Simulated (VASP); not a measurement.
# Zr2N (P4_2/mnm) in VASP: a series of runs

The runs below take Zr2N through single point, with r2SCAN.

All numbers are computed with VASP 6.6.1; they aren't measurements. Logs are shortened: lines on timing, memory, paths and dates and some standing lists are left out, and cuts for length are marked.

## Step 1: The cell of the first run

The structure is tetragonal, space group P4_2/mnm (No. 136). Conventional cell: a = 5.200 Å, b = 5.200 Å, c = 3.380 Å, α = 90.00°, β = 90.00°, γ = 90.00°. Within 2.9 Å of Zr (site symmetry m2m) lie 3 N at 2.17 to 2.26 Å. Within 2.9 Å of N (site symmetry mmm) lie 6 Zr at 2.17 to 2.26 Å.

## Step 2: Single point, r2SCAN (biaxial strain in the a-b plane: -4.0 %)

Input file POSCAR:

```
Zr2N
1.0
    5.2003703569      0.0000000000      0.0000000000
    0.0000000000      5.2003703569      0.0000000000
    0.0000000000      0.0000000000      3.3796551465
Zr N
4 2
Direct
    0.2956036012      0.2956036012      0.0000000000
    0.7043963988      0.7043963988      0.0000000000
    0.7956036012      0.2043963988      0.5000000000
    0.2043963988      0.7956036012      0.5000000000
    0.0000000000      0.0000000000      0.0000000000
    0.5000000000      0.5000000000      0.5000000000
```

Input file INCAR.step1:

```
  ALGO = Normal
  EDIFF = 1E-4
  ENCUT = 520
  GGA = PE
  ISMEAR = 0
  LASPH = T
  LCHARG = F
  LREAL = F
  LWAVE = T
  NBANDS = 38
  NELM = 80
  PREC = Accurate
  SIGMA = 0.1
```

Input file INCAR.step2:

```
  ALGO = Normal
  EDIFF = 1E-7
  ENCUT = 520
  ISIF = 2
  ISMEAR = 0
  ISTART = 1
  LASPH = T
  LCHARG = F
  LMIXTAU = T
  LREAL = F
  LWAVE = F
  METAGGA = R2SCAN
  NBANDS = 38
  NELM = 80
  PREC = Accurate
  SIGMA = 0.1
```

Input file KPOINTS:

```
k-points
0
Gamma
  8 8 12
```

Potentials or basis: VASP PAW PBE potentials, release 64 (Zr_sv, N).

Run with:

```bash
> cat potpaw_PBE.64/Zr_sv/POTCAR potpaw_PBE.64/N/POTCAR > POTCAR
> cp INCAR.step1 INCAR
> mpirun -np 1 vasp_std > vasp.out
> cp INCAR.step2 INCAR
> mpirun -np 1 vasp_std > vasp.out
```

OUTCAR:

```text
EDIFF = 1E-7
   ENCUT = 520
   ISIF = 2
   ISMEAR = 0
   ISTART = 1
   LASPH = T
   LREAL = F
   METAGGA = R2SCAN
   NELM = 80
   PREC = Accurate

 ion  position               nearest neighbor table
   1  0.296  0.296  0.000-   5 2.17   6 2.26   6 2.26   2 3.01   4 3.14   3 3.14   4 3.14   3 3.14
                             4 3.14   4 3.14   3 3.14   3 3.14   2 3.74   2 3.74
   2  0.704  0.704  0.000-   5 2.17   6 2.26   6 2.26   1 3.01   4 3.14   3 3.14   4 3.14   3 3.14
                             3 3.14   3 3.14   4 3.14   4 3.14   1 3.74   1 3.74
   3  0.796  0.204  0.500-   6 2.17   5 2.26   5 2.26   4 3.01   1 3.14   1 3.14   2 3.14   2 3.14
                             2 3.14   2 3.14   1 3.14   1 3.14   4 3.74   4 3.74
   4  0.204  0.796  0.500-   6 2.17   5 2.26   5 2.26   3 3.01   1 3.14   1 3.14   2 3.14   2 3.14
                             1 3.14   1 3.14   2 3.14   2 3.14   3 3.74   3 3.74
   5  0.000  0.000  0.000-   1 2.17   2 2.17   3 2.26   4 2.26   3 2.26   4 2.26
   6  0.500  0.500  0.500-   3 2.17   4 2.17   1 2.26   2 2.26   1 2.26   2 2.26

  LATTYP: Found a simple tetragonal cell.
 ALAT       =     5.2003703569
 C/A-ratio  =     0.6498873954

  Lattice vectors:

 A1 = (   5.2003703569,   0.0000000000,   0.0000000000)
 A2 = (   0.0000000000,   5.2003703569,   0.0000000000)
 A3 = (   0.0000000000,   0.0000000000,   3.3796551465)

Analysis of symmetry for initial positions (statically):
=====================================================================
 Subroutine PRICEL returns:
 Original cell was already a primitive cell.

 Routine SETGRP: Setting up the symmetry group for a
 simple tetragonal supercell.

 Subroutine GETGRP returns: Found 16 space group operations
 (whereof  8 operations were pure point group operations)
 out of a pool of 16 trial point group operations.

The static configuration has the point symmetry D_2h.
 The point group associated with its full space group is D_4h.

Analysis of symmetry for dynamics (positions and initial velocities):
=====================================================================
 Subroutine PRICEL returns:
 Original cell was already a primitive cell.

 Routine SETGRP: Setting up the symmetry group for a
 simple tetragonal supercell.

 Subroutine GETGRP returns: Found 16 space group operations
 (whereof  8 operations were pure point group operations)
 out of a pool of 16 trial point group operations.

The dynamic configuration has the point symmetry D_2h.
 The point group associated with its full space group is D_4h.

 Subroutine INISYM returns: Found 16 space group operations
 (whereof  8 operations are pure point group operations),
 and found     1 'primitive' translations

----------------------------------------------------------------------------------------

                                     Primitive cell

  volume of cell :      91.3989

  direct lattice vectors                    reciprocal lattice vectors
     5.200370357  0.000000000  0.000000000     0.192293997  0.000000000  0.000000000
     0.000000000  5.200370357  0.000000000     0.000000000  0.192293997  0.000000000
     0.000000000  0.000000000  3.379655147     0.000000000  0.000000000  0.295888177

  length of vectors
     5.200370357  5.200370357  3.379655147     0.192293997  0.192293997  0.295888177

  position of ions in fractional coordinates (direct lattice)
     0.295603601  0.295603601  0.000000000
     0.704396399  0.704396399  0.000000000
     0.795603601  0.204396399  0.500000000
     0.204396399  0.795603601  0.500000000
     0.000000000  0.000000000  0.000000000
     0.500000000  0.500000000  0.500000000

  ion indices of the primitive-cell ions
   primitive index   ion index
                 1           1
                 2           2
                 3           3
                 4           4
                 5           5
                 6           6

----------------------------------------------------------------------------------------

 KPOINTS: k-points

Automatic generation of k-mesh.
 Grid dimensions read from file:
 generate k-points for:    8    8   12

 Generating k-lattice:

  Cartesian coordinates                     Fractional coordinates (reciprocal lattice)
     0.024036750  0.000000000  0.000000000     0.125000000  0.000000000  0.000000000
     0.000000000  0.024036750  0.000000000     0.000000000  0.125000000  0.000000000
     0.000000000  0.000000000  0.024657348     0.000000000  0.000000000  0.083333333

  Length of vectors
     0.024036750  0.024036750  0.024657348

  Shift w.r.t. Gamma in fractional coordinates (k-lattice)
     0.000000000  0.000000000  0.000000000

 Subroutine IBZKPT returns following result:
 ===========================================

 Found    105 irreducible k-points:

 Following reciprocal coordinates:
            Coordinates               Weight
  0.000000  0.000000  0.000000      1.000000
  0.125000  0.000000  0.000000      4.000000
  0.250000  0.000000  0.000000      4.000000
  0.375000  0.000000  0.000000      4.000000
  0.500000  0.000000  0.000000      2.000000
  0.125000  0.125000  0.000000      4.000000
[... 16 lines left out ...]
  0.375000  0.125000  0.083333     16.000000
  0.500000  0.125000  0.083333      8.000000
 [... further k-points ...]
   k-points           NKPTS =    105   k-points in BZ     NKDIM =    105   number of bands    NBANDS=     38
   number of dos      NEDOS =    301   number of ions     NIONS =      6
   total plane-waves  NPLWV =  44800
   dimension x,y,z NGX =    40 NGY =   40 NGZ =   28
   dimension x,y,z NGXF=    80 NGYF=   80 NGZF=   56
   ions per type =               4   2
   NGX,Y,Z   is equivalent  to a cutoff of  12.79, 12.79, 13.77 a.u.
   NGXF,Y,Z  is equivalent  to a cutoff of  25.57, 25.57, 27.55 a.u.
 SYSTEM =  unknown system
   PREC   = accura    normal or accurate (medium, high low for compatibility)
   ISTART =      1    job   : 0-new  1-cont  2-samecut
   ICHARG =      0    charge: 1-file 2-atom 10-const
   ISPIN  =      1    spin polarized calculation?
   LNONCOLLINEAR =      F non collinear calculations
   LSORBIT =      F    spin-orbit coupling
   LASPH  =      T    aspherical Exc in radial PAW
   ENCUT  =  520.0 eV  38.22 Ry    6.18 a.u.   9.67  9.67  6.28*2*pi/ulx,y,z
   NELM   =     80;   NELMIN=  2; NELMDL=  0     # of ELM steps
   EDIFF  = 0.1E-06   stopping-criterion for ELM
   LREAL  =      F    real-space projection
   EDIFFG = 0.1E-05   stopping-criterion for IOM
   NSW    =      0    number of steps for IOM
   IBRION =     -1    ionic relax: 0-MD 1-quasi-New 2-CG
   NFREE  =      0    steps in history (QN), initial steepest desc. (CG)
   ISIF   =      2    stress and relaxation
   ISYM   =      2    0-nonsym 1-usesym 2-fastsym
   POTIM  = 0.5000    time-step for ionic-motion
   TEBEG  =    0.0;   TEEND  =   0.0 temperature during run
   PSTRESS=    0.0 pullay stress
   NELECT =      58.0000    total number of electrons
   NUPDOWN=      -1.0000    fix difference up-down
   EMIN   =  10.00;   EMAX   =-10.00  energy-range for DOS
   EFERMI =   0.00;   METHOD = LEGACY
   ISMEAR =     0;   SIGMA  =   0.10  broadening in eV -4-tet -1-fermi 0-gaus
   EFERMI_NEDOS =   21; number of points for ismear=-14 and -15
   IALGO  =     38    algorithm
   IMIX   =      4    mixing-type and parameters
     AMIX     =   0.40;   BMIX     =  1.00
     AMIX_MAG =   1.60;   BMIX_MAG =  1.00
  volume/ion in A,a.u.               =      15.23       102.80
  Fermi-wavevector in a.u.,A,eV,Ry     =   1.406816  2.658496 26.927701  1.979130
  Thomas-Fermi vector in A             =   2.529138
   LORBIT       =      0    0 simple, 1 ext, 2 COOP (PROOUT), +10 PAW based schemes
   METAGGA = R2SCAN    functional components
   LHFCALC =     F    Hartree Fock is set to
   AEXX    =    0.0000 exact exchange contribution
   IVDW    =     0    specifies the selected vdW correction
   LEPSILON=     F    determine dielectric tensor
   LRPA    =     F    only Hartree local field effects (RPA)
 non-spin polarized calculation
 Gauss-broadening in eV      SIGMA  =   0.10
  energy-cutoff  :      520.00
  volume of cell :       91.40
 maximum number of plane-waves:      2512
 NGX is ok and might be reduce to    40
   NGX = 19   NGY = 19   NGZ = 13

 number of electron      57.9999996 magnetization

 Free energy of the ion-electron system (eV)
  ---------------------------------------------------
  ext. energy  EPLUGINS =         0.00000000
  ---------------------------------------------------
  free energy    TOTEN  =      -117.34642295 eV

  energy without entropy =     -117.33290593  energy(sigma->0) =     -117.33966444

 E-fermi :  10.4863     XC(G=0): -12.8642

 val. band max:       10.4816302508   @ k =   0.1250   0.1250   0.1667
 cond. band min:      10.4916257012   @ k =   0.2500   0.1250   0.0000
 fundamental gap:      0.0099954505
 Fermi energy:        10.4863373241

 k-point     1 :       0.0000    0.0000    0.0000
  band No.  band energies     occupation
      1     -39.8677      2.00000
      2     -39.6635      2.00000
      3     -39.6635      2.00000
      4     -39.5908      2.00000
      5     -18.3548      2.00000
      6     -17.5583      2.00000
[... 30 lines left out ...]
     37      14.0510      0.00000
     38      14.0510      0.00000

 k-point     2 :       0.1250    0.0000    0.0000
  band No.  band energies     occupation
      1     -39.8607      2.00000
      2     -39.6730      2.00000
      3     -39.6602      2.00000
      4     -39.5920      2.00000
      5     -18.3198      2.00000
      6     -17.5475      2.00000
[... 30 lines left out ...]
     37      14.0902      0.00000
     38      14.2082      0.00000

 k-point     3 :       0.2500    0.0000    0.0000
  band No.  band energies     occupation
      1     -39.8405      2.00000
      2     -39.6983      2.00000
      3     -39.6507      2.00000
      4     -39.5971      2.00000
      5     -18.2210      2.00000
      6     -17.5884      2.00000
[... 30 lines left out ...]
     37      14.0075      0.00000
[... 781 lines left out ...]
 k-point    23 :       0.3750    0.1250    0.0833
  band No.  band energies     occupation
      1     -39.7989      2.00000
      2     -39.7264      2.00000
      3     -39.6422      2.00000
      4     -39.6122      2.00000
      5     -18.0323      2.00000
      6     -17.7152      2.00000
[... 30 lines left out ...]
     37      14.4157      0.00000
     38      14.7147      0.00000

 k-point    24 :       0.5000    0.1250    0.0833
  band No.  band energies     occupation
      1     -39.7633      2.00000
      2     -39.7633      2.00000
      3     -39.6266      2.00000
      4     -39.6266      2.00000
      5     -17.8730      2.00000
      6     -17.8730      2.00000
[... 30 lines left out ...]
     37      14.2608      0.00000
     38      14.2608      0.00000

 [... further k-points ...]
[... 5 lines left out ...]
  --------------------------------------------------------------------------------------
  -------------------------------------------------------------------------------------
  Total        9.9798932      9.9798932      0.5219228      0.0000000      0.0000000      0.0000000
  in kB      174.9425848    174.9425848      9.1490480      0.0000000      0.0000000      0.0000000
  external PRESSURE =     119.6780726 kB  Pullay stress =       0.0000000 kB

 VOLUME and BASIS-vectors are now :
 -----------------------------------------------------------------------------
  energy-cutoff  :      520.00
  volume of cell :       91.40
      direct lattice vectors                 reciprocal lattice vectors
     5.200370357  0.000000000  0.000000000     0.192293997  0.000000000  0.000000000
     0.000000000  5.200370357  0.000000000     0.000000000  0.192293997  0.000000000
     0.000000000  0.000000000  3.379655147     0.000000000  0.000000000  0.295888177

 POSITION                                       TOTAL-FORCE (eV/Angst)
 -----------------------------------------------------------------------------------
      1.53725      1.53725      0.00000        -0.039928     -0.039928     -0.000000
      3.66312      3.66312      0.00000         0.039928      0.039928      0.000000
      4.13743      1.06294      1.68983        -0.039928      0.039928      0.000000
      1.06294      4.13743      1.68983         0.039928     -0.039928      0.000000
      0.00000      0.00000      0.00000         0.000000      0.000000      0.000000
      2.60019      2.60019      1.68983         0.000000      0.000000      0.000000
 -----------------------------------------------------------------------------------
    total drift:                               -0.000000      0.000000     -0.000000

  FREE ENERGIE OF THE ION-ELECTRON SYSTEM (eV)
  ---------------------------------------------------
  free  energy   TOTEN  =      -117.3464229462 eV

  energy  without entropy=     -117.3329059256  energy(sigma->0) =     -117.33966444
```

Run time: 7.5 min. Hardware: 1 thread of Intel Xeon 6975P-C (Granite Rapids), shared host; peak memory 0.41 GiB.

Results:

```yaml
Free_energy: -117.3464 eV
Pressure: 12.0 GPa
Largest_force: 0.056 eV/Å
Band_gap_on_the_k_mesh: zero (band 29 reaches 11.74 eV, above the bottom of band 30 at 9.35 eV)
```

Forces in eV/Å, atoms in the order of the input:
```
Zr  -0.040 -0.040  0.000
Zr   0.040  0.040  0.000
Zr  -0.040  0.040  0.000
Zr   0.040 -0.040  0.000
N    0.000  0.000  0.000
N    0.000  0.000  0.000
```

Caveat: the cell differs from its parent crystal (biaxial strain in the a-b plane: -4.0 %); the PAW data sets were made with another functional, which shifts forces and pressure a little.

## Step 3: Single point, r2SCAN (volume scaled by 1.03, then relaxed in part)

Input file POSCAR:

```
Zr2N
1.0
    5.4744759038      0.0000000000      0.0000000000
    0.0000000000      5.4744759038      0.0000000000
    0.0000000000      0.0000000000      3.3285159342
Zr N
4 2
Direct
    0.2973095270      0.2973095270      0.0000000000
    0.7026904730      0.7026904730      0.0000000000
    0.7973095270      0.2026904730      0.5000000000
    0.2026904730      0.7973095270      0.5000000000
    0.0000000000      0.0000000000      0.0000000000
    0.5000000000      0.5000000000      0.5000000000
```

Input file INCAR.step1:

```
SYSTEM = Zr2N
PREC = Accurate
ENCUT = 520
ISMEAR = 0
SIGMA = 0.1
LREAL = .False.
LASPH = .True.
NELM = 80
NBANDS = 38
GGA = PE
ALGO = Normal
EDIFF = 1E-4
LWAVE = .True.
LCHARG = .False.
```

Input file INCAR.step2:

```
SYSTEM = Zr2N
PREC = Accurate
ENCUT = 520
EDIFF = 1E-6
ISMEAR = 0
SIGMA = 0.1
LREAL = .False.
LASPH = .True.
NELM = 80
ALGO = Normal
ISIF = 2
LWAVE = .False.
LCHARG = .True.
METAGGA = R2SCAN
LMIXTAU = .True.
LELF = .True.
LVHAR = .True.
NBANDS = 38
ISTART = 1
```

Input file KPOINTS:

```
Automatic mesh
0
Gamma
  8 8 10
  0 0 0
```

Potentials or basis: VASP PAW PBE potentials, release 64 (Zr_sv, N).

Run with:

```bash
> cat potpaw_PBE.64/Zr_sv/POTCAR potpaw_PBE.64/N/POTCAR > POTCAR
> cp INCAR.step1 INCAR
> mpirun -np 1 vasp_std > vasp.out
> cp INCAR.step2 INCAR
> mpirun -np 1 vasp_std > vasp.out
```

It took 11 min on 1 thread of AMD EPYC 9R45 (Zen 5), shared host; peak memory 0.36 GiB.

The run converged. Its results:

```yaml
Free_energy: -117.7031 eV
Pressure: -5.0 GPa
Largest_force: 0.006 eV/Å
Band_gap_on_the_k_mesh: zero (band 29 reaches 10.85 eV, above the bottom of band 30 at 8.30 eV)
```

Forces in eV/Å, atoms in the order of the input:
```
Zr  -0.005 -0.005  0.000
Zr   0.005  0.005  0.000
Zr  -0.005  0.005  0.000
Zr   0.005 -0.005  0.000
N    0.000  0.000  0.000
N    0.000  0.000  0.000
```

Levels at points of the mesh, in eV from the Fermi level:
```
           k point  band 25  band 26  band 27  band 28  band 29  band 30  band 31  band 32  band 33  band 34
(0.00, 0.00, 0.00)    -3.51    -1.97     0.00     0.77     0.92     1.00     1.00     1.37     1.57     1.57
(0.50, 0.00, 0.00)    -2.13    -2.13    -0.99    -0.99     1.41     1.41     1.64     1.64     1.79     1.79
(0.50, 0.50, 0.00)    -1.64    -1.64    -1.06    -1.06     0.95     0.95     1.43     1.43     1.75     1.75
(0.00, 0.00, 0.50)    -1.30    -1.30    -1.17    -1.17    -1.14    -1.14     1.99     1.99     3.18     3.18
(0.50, 0.00, 0.50)    -1.73    -1.73    -1.00    -1.00    -0.86    -0.86     1.54     1.54     3.41     3.41
(0.50, 0.50, 0.50)    -1.55    -1.55    -0.75    -0.75    -0.44    -0.44     1.08     1.08     2.55     2.55
```

Caveat: the PAW data sets were made with another functional, which shifts forces and pressure a little.
